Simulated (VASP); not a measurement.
A run of VASP 6.6.1 is set up as follows.

The input INCAR:

```
PREC = Accurate ; ENCUT = 520
EDIFF = 1E-7 ; ISMEAR = 0
SIGMA = 0.1 ; LREAL = Auto
LASPH = True ; NELM = 60
ALGO = Normal ; ISIF = 2
LWAVE = False ; LCHARG = True
GGA = PE ; LELF = True
LVHAR = True ; NBANDS = 66
ISYM = 0
```

File KPOINTS:

```
Automatic mesh
0
Gamma
  3 3 2
  0 0 0.5
```

The input POSCAR:

```
Al4VN5
1.0
    2.0050931452      2.0329365670      4.0510052903
   -2.0804722388     -2.0598447314      4.1021489193
    6.1233530067     -4.1133580436      1.9952083144
N Al V
10 8 2
Direct
    0.9518331726      0.7398950624      0.5946897375
    0.8495386143      0.2590819588      0.8045674000
    0.3445316022      0.7322308403      0.8081771340
    0.7507412942      0.7492600336      0.0029764702
    0.1528607396      0.7492011174      0.1994548335
    0.0506289627      0.2497224614      0.3962773312
    0.5567768222      0.7507562877      0.3979754233
    0.4568390115      0.2667478158      0.5910830688
    0.2445960792      0.2482218423      0.0012803386
    0.6485134602      0.2497772512      0.1998031949
    0.0935344257      0.5036387792      0.8043482736
    0.9938871289      0.0001755646      1.0033215325
    0.4006839041     -0.0005127227      0.1996316495
    0.3011412854      0.5011245321      0.3976407496
    0.8074764356      0.9988096903      0.3959425137
    0.7078306913      0.4953479354      0.5949093011
    0.5002280902      0.4978574720      0.0016181953
    0.9006885239      0.4994886216      0.1996292219
    0.2107801406      1.0013511881      0.6176545628
    0.5905773707      0.9976273271      0.7816055948
```

Potentials or basis: VASP PAW PBE potentials, release 64 (N, Al, V_sv).

Run with:

```bash
$ cat potpaw_PBE.64/N/POTCAR potpaw_PBE.64/Al/POTCAR potpaw_PBE.64/V_sv/POTCAR > POTCAR
$ mpirun -np 1 vasp_std > vasp.out
```

(1) What does it give for the largest force?

(2) Predict the band gap on the k mesh.

(3) Predict the pressure.

Answers

(1) 0.049 eV/Å.

(2) zero (band 50 reaches 11.33 eV, above the bottom of band 51 at 11.02 eV).

(3) 0.0 GPa.

Caveat: the k points lie up to 0.47 Å⁻¹ apart; the run has no spin polarisation, though such a crystal can be magnetic.
